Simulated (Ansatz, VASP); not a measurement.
## Two plane-wave programs on NbP

INCAR

```
ALGO     = Normal         # electronic algorithm
EDIFF    = 1E-6           # SCF threshold, eV
ENCUT    = 520            # plane-wave cutoff, eV
GGA      = PE             # functional
ISIF     = 2              # what is computed and relaxed
ISMEAR   = -1             # smearing method
LASPH    = True           # aspherical terms in the spheres
LCHARG   = True           # write CHGCAR
LELF     = True           # ELF
LREAL    = False          # projectors in reciprocal space
LVHAR    = True         
LWAVE    = False          # write WAVECAR
NBANDS   = 26             # bands
NELM     = 80             # most SCF steps
PREC     = Accurate       # precision mode
SIGMA    = 0.02           # smearing width, eV
```

KPOINTS

```
k-points
0
Gamma
  10 10 10
```

Contents of POSCAR:

```
NbP
1.0
   -1.6691837428      1.6691837428      5.7320230940
    1.6691837428     -1.6691837428      5.7320230940
    1.6691837428      1.6691837428     -5.7320230940
Nb P
2 2
Direct
    0.7498223616      0.7498223616      0.0000000000
    0.4998223616      0.9998223616      0.5000000000
    0.3328062134      0.3328062134      0.0000000000
    0.0828062134      0.5828062134      0.5000000000
```

Input for Ansatz:

```yaml
crystal:
  lattice:
    - [-1.6691837428, 1.6691837428, 5.732023094]
    - [1.6691837428, -1.6691837428, 5.732023094]
    - [1.6691837428, 1.6691837428, -5.732023094]
  atoms:
    - { symbol: Nb, position: [0.7498223616, 0.7498223616, 0.0] }
    - { symbol: Nb, position: [0.4998223616, 0.9998223616, 0.5] }
    - { symbol: P, position: [0.3328062134, 0.3328062134, 0.0] }
    - { symbol: P, position: [0.0828062134, 0.5828062134, 0.5] }
kpoints:
  mp_grid: { grid: [10, 10, 10] }
  band_path:
    path:
      - [[0.0, 0.0, 0.0], [3.016966187109e-18, -3.016966187109e-18, 0.5], [0.25, 0.25, 0.25], [1.183433094826e-18, 0.5, -1.183433094826e-18], [0.0, 0.0, 0.0], [0.5, 0.5, -0.5], [0.2711998329176, 0.7288001670824, -0.2711998329176]]
      - [[-0.2711998329176, 0.2711998329176, 0.2711998329176], [0.0, 0.0, 0.0]]
      - [[3.016966187109e-18, -3.016966187109e-18, 0.5], [-0.04239966583528, 0.04239966583528, 0.5]]
      - [[0.5, 0.5, -0.04239966583528], [0.5, 0.5, -0.5]]
    npoints: 10
hamiltonian:
  xc: pbe
scf:
  occupations: { method: fermi_dirac, width: 0.02 }
  n_extra_bands: 5
output:
  forces: true
  stress: true
  eigenvalues: true
```

Alike in both runs: task single point; functional PBE; k mesh 10 × 10 × 10; occupations fermi-dirac, width 0.02 eV; no spin polarisation.

|  | VASP | Ansatz |
| --- | --- | --- |
| version | VASP 6.6.1 | Ansatz 0.2.0 |
| potentials or method | VASP PAW PBE potentials, release 64 (Nb_sv, P) | plane waves, PAW |
| plane-wave cutoff (eV) | 520 | 420 |
| valence electrons in the cell | 36 | 36 |

|  | VASP | Ansatz | Ansatz less VASP |
| --- | --- | --- | --- |
| pressure (GPa) | 0.1 | 0.5 | +0.40 |
| traceless stress, the component that is largest in VASP (GPa) | -0.43 | -0.45 | -0.023 |
| rms of the force components (eV/Å) | 0.009 | 0.010 | +0.0008 |

Atom by atom the forces differ by 0.001 eV/Å (rms over components).
